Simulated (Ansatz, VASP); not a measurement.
**Cl in VASP and in Ansatz**

```
Cl
1.0
     4.28464    0.00000    0.00000
     0.00000    4.28464    0.00000
     0.00000    0.00000    4.28464
Cl
3
Direct
  0.50000 0.00000 0.00000
  0.00000 0.50000 0.00000
  0.00000 0.00000 0.50000
```

Alike in both runs: task single point; functional PBE; k mesh 10 × 10 × 10; occupations gaussian, width 0.1 eV; no spin polarisation.

|  | VASP | Ansatz |
| --- | --- | --- |
| version | VASP 6.6.1 | Ansatz 0.2.0 |
| potentials or method | VASP PAW PBE potentials, release 64 (Cl), cutoff 520 eV | scalar-relativistic, plane waves, PAW |
| valence electrons in the cell | 21 | 21 |

```csv
,VASP,Ansatz,Ansatz less VASP
gap on the k mesh at the Fermi level (eV),none,none,-
pressure (GPa),-1.3,-1.3,+0.08
```

A gap of «none» marks a metal or a gap that the smearing closes.
